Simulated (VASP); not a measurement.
Runs of VASP 6.6.1 on AgCl. The structure is that of space group Fm-3m (No. 225), or close to it. The cells are those of the table. 

| cell | gap on the mesh (eV) | pressure (GPa) |
| --- | --- | --- |
| a = 3.608 Å, angles 60.0°, 2 atoms | 1.01 | 25.1 |
| a = 4.236 Å, angles 60.0°, 2 atoms | 1.05 | (b) |
| a = 4.079 Å, angles 60.0°, 2 atoms | 0.96 | (a) |
| a = 3.687, b = 3.687, c = 3.608 Å, angles 60.7, 60.7, 58.6°, 2 atoms | 0.80 | 19.4 |
| a = 3.844, b = 3.844, c = 3.765 Å, angles 60.7, 60.7, 58.6°, 2 atoms | 0.77 | 6.7 |

Alike in all rows: task single point; level PBE; potentials or basis VASP PAW PBE potentials, release 64 (Ag, Cl); no spin polarisation; k mesh 8 × 8 × 8; cutoff (eV) 520; smearing gaussian 0.05 eV.

**Question.** Fill in the values left out.

**Answer.** (a) -2.9; (b) -5.0.

A k mesh can miss the band edges, and the runs leave out spin-orbit coupling on Ag.
